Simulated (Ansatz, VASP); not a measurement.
KCdCO3F in VASP and in Ansatz

```
K Cd C O F
1.0
     5.13490    0.00000    0.00000
    -2.56745    4.44695    0.00000
     0.00000    0.00000    8.84600
K Cd C O F
2 2 2 6 2
Direct
  0.66667 0.33333 0.50000
  0.66667 0.33333 0.00000
  0.00000 0.00000 0.25000
  0.00000 0.00000 0.75000
  0.33333 0.66667 0.25000
  0.33333 0.66667 0.75000
  0.41291 0.94872 0.25000
  0.53581 0.58709 0.25000
  0.05128 0.46419 0.25000
  0.05128 0.58709 0.75000
  0.41291 0.46419 0.75000
  0.53581 0.94872 0.75000
  0.00000 0.00000 0.50000
  0.00000 0.00000 0.00000
```

Alike in both runs: functional PBE; k mesh 5 × 5 × 3; occupations fermi-dirac, width 0.02 eV; no spin polarisation.

Ansatz relaxed the structure, and its values are those at the end. VASP's run is a single point on that final structure, the one shown.

|  | VASP | Ansatz |
| --- | --- | --- |
| version | VASP 6.6.1 | Ansatz 0.2.0 |
| potentials or method | VASP PAW PBE potentials, release 64 (K_sv, Cd_sv_GW, C, O, F) | plane-wave PAW, scalar-relativistic |
| plane-wave cutoff (eV) | 600 | 420 |
| valence electrons in the cell | 116 | 116 |

VASP gave:

```
gap on the k mesh at the Fermi level (eV) : 3.12
pressure (GPa)                            : 3.1
rms of the force components (eV/Å)        : 0.094
```

**Question.** What did Ansatz give for the same quantities?

**Answer.** gap on the k mesh at the Fermi level (eV): 3.13; pressure (GPa): 3.0; rms of the force components (eV/Å): 0.001.

With one functional, cell and mesh, what is left measures potentials, basis and numerics. Ansatz's warnings: stress scf threshold loose.
